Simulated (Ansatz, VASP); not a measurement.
**One calculation of Ba, two programs**

File INCAR:

```
PREC = Accurate
ENCUT = 520
EDIFF = 1E-7
ISMEAR = -1
SIGMA = 0.05
LREAL = F
LASPH = T
NELM = 80
ALGO = Normal
ISIF = 2
LWAVE = F
LCHARG = F
GGA = PE
NBANDS = 11
```

Contents of KPOINTS:

```
regular mesh
0
Gamma
  10 10 10
```

The input POSCAR:

```
Ba
1.0
   -2.5328985096      2.5328985096      2.5328985096
    2.5328985096     -2.5328985096      2.5328985096
    2.5328985096      2.5328985096     -2.5328985096
Ba
1
Direct
    0.0000000000      0.0000000000      0.0000000000
```

Input for Ansatz:

```yaml
crystal:
  lattice:
    - [-2.5328985096, 2.5328985096, 2.5328985096]
    - [2.5328985096, -2.5328985096, 2.5328985096]
    - [2.5328985096, 2.5328985096, -2.5328985096]
  atoms:
    - { symbol: Ba, position: [0.0, 0.0, 0.0] }
kpoints:
  mp_grid: { grid: [10, 10, 10] }
scf:
  occupations: { method: fermi_dirac, width: 0.05 }
hamiltonian:
  xc: pbe
  pseudopotentials: { kind: all_electron, lapw: { basis_error: 0.0005 } }
output:
  forces: true
  stress: true
  eigenvalues: true
```

Change from the starting cell: volume scaled by 1.04.

Alike in both runs: task single point; functional PBE; k mesh 10 × 10 × 10; occupations fermi-dirac, width 0.05 eV; no spin polarisation.

```csv
,VASP,Ansatz
version,VASP 6.6.1,Ansatz 0.2.0
potentials or method,"VASP PAW PBE potentials, release 64 (Ba_sv), cutoff 520 eV","all-electron LAPW, scalar-relativistic"
```

```tsv
	VASP	Ansatz	Ansatz less VASP
pressure (GPa)	-0.2	-0.2	-0.04
```

Ansatz ran all-electron here, and VASP with PAW potentials.

Spin-orbit coupling is off throughout.
